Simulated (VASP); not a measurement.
Set up this calculation in VASP 6.6.1, as the native input.

```yaml
Task: single point
Functional: LDA
Potentials_or_basis: VASP PAW LDA potentials, release 64 (W_sv)
Cutoff: 520 eV
k_mesh: 15 × 15 × 15
Occupations: fermi-dirac, width 0.05 eV
Spin: no spin polarisation
Dipole_correction: no
Further_INCAR_settings: ALGO = Normal; EDIFF = 1e-06; NBANDS = 13
```

The structure of W lies in POSCAR:

```
W
1.0
   -1.5679487792      1.5679487792      1.5679487792
    1.5679487792     -1.5679487792      1.5679487792
    1.5679487792      1.5679487792     -1.5679487792
W
1
Direct
    0.0000000000      0.0000000000      0.0000000000
```

The input as run:

INCAR

```
PREC     = Accurate       # precision mode
ENCUT    = 520            # plane-wave cutoff, eV
EDIFF    = 1E-6           # SCF threshold, eV
ISMEAR   = -1             # smearing method
SIGMA    = 0.05           # smearing width, eV
LREAL    = F              # projectors in reciprocal space
LASPH    = T              # aspherical terms in the spheres
NELM     = 60             # most SCF steps
ALGO     = Normal         # electronic algorithm
ISIF     = 2              # what is computed and relaxed
LWAVE    = F              # write WAVECAR
LCHARG   = T              # write CHGCAR
LELF     = T              # ELF
LVHAR    = T            
NBANDS   = 13             # bands
```

KPOINTS

```
Automatic mesh
0
Gamma
  15 15 15
```

Potentials or basis: VASP PAW LDA potentials, release 64 (W_sv).

Launch:

```bash
$ cat potpaw_LDA.64/W_sv/POTCAR > POTCAR
$ mpirun -np 1 vasp_std > vasp.out
```

It gave:

| Item | Value |
| --- | --- |
| Pressure | 1.9 GPa |
| Band gap on the k mesh | zero (band 7 reaches 16.54 eV, above the bottom of band 8 at 10.41 eV) |

Caveat: spin-orbit coupling is left out, which moves the levels of the heavy elements.

Run time: 12 s on 1 thread of Intel(R) Xeon(R) Platinum 8259CL CPU @ 2.50GHz (Skylake/Cascade Lake) (shared host), peak memory 0.13 GiB.
